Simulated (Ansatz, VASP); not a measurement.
BeS in VASP and in Ansatz

POSCAR

```
BeS
1.0
    0.0000000000      2.4343066371      2.4343066371
    2.4343066371      0.0000000000      2.4343066371
    2.4343066371      2.4343066371      0.0000000000
Be S
1 1
Direct
    0.0000000000      0.0000000000      0.0000000000
    0.2500000000      0.2500000000      0.2500000000
```

Contents of INCAR.step1:

```
PREC = Accurate ; ENCUT = 520
ISMEAR = 0 ; SIGMA = 0.01
LREAL = F ; LASPH = T
NELM = 80 ; NBANDS = 11
GGA = PE ; ALGO = Normal
EDIFF = 1E-4 ; LWAVE = T
LCHARG = F
```

Contents of INCAR.step2:

```
PREC = Accurate ; ENCUT = 520
EDIFF = 1E-6 ; ISMEAR = 0
SIGMA = 0.01 ; LREAL = F
LASPH = T ; NELM = 80
ALGO = Normal ; ISIF = 2
LWAVE = F ; LCHARG = F
METAGGA = R2SCAN ; LMIXTAU = T
NBANDS = 11 ; ISTART = 1
```

Contents of KPOINTS:

```
Automatic mesh
0
Gamma
  10 10 10
```

Input for Ansatz:

```yaml
crystal:
  lattice:
    - [0.0, 2.4343066371, 2.4343066371]
    - [2.4343066371, 0.0, 2.4343066371]
    - [2.4343066371, 2.4343066371, 0.0]
  atoms:
    - { symbol: Be, position: [0.0, 0.0, 0.0] }
    - { symbol: S, position: [0.25, 0.25, 0.25] }
kpoints:
  mp_grid: { grid: [10, 10, 10] }
  band_path:
    path:
      - [0.0, 0.0, 0.0]
      - [-0.5, -0.5, 0.0]
      - [-0.375, -0.375, 0.25]
      - [-0.375, 0.0, 0.375]
      - [0.0, 0.0, 0.5]
      - [-0.5, -0.25, 0.25]
      - [-0.0375, 0.0, 0.0375]
    npoints: 1
hamiltonian:
  xc: r2scan
scf:
  occupations: { method: fixed }
  n_extra_bands: 4
output:
  forces: true
  stress: true
  eigenvalues: true
```

Alike in both runs: task single point; functional r2SCAN; k mesh 10 × 10 × 10; no spin polarisation.

```csv
,VASP,Ansatz
version,VASP 6.6.1,Ansatz 0.2.0
potentials or method,"VASP PAW PBE potentials, release 64 (Be, S)","plane waves, PAW"
plane-wave cutoff (eV),520,500
occupations,"gaussian, width 0.01 eV",fixed
valence electrons in the cell,8,8
```

```csv
,VASP,Ansatz,Ansatz less VASP
gap on the k mesh at the Fermi level (eV),3.60,3.59,-0.009
pressure (GPa),0.3,0.0,-0.27
```

VASP's potentials were made for PBE, not for r2SCAN.
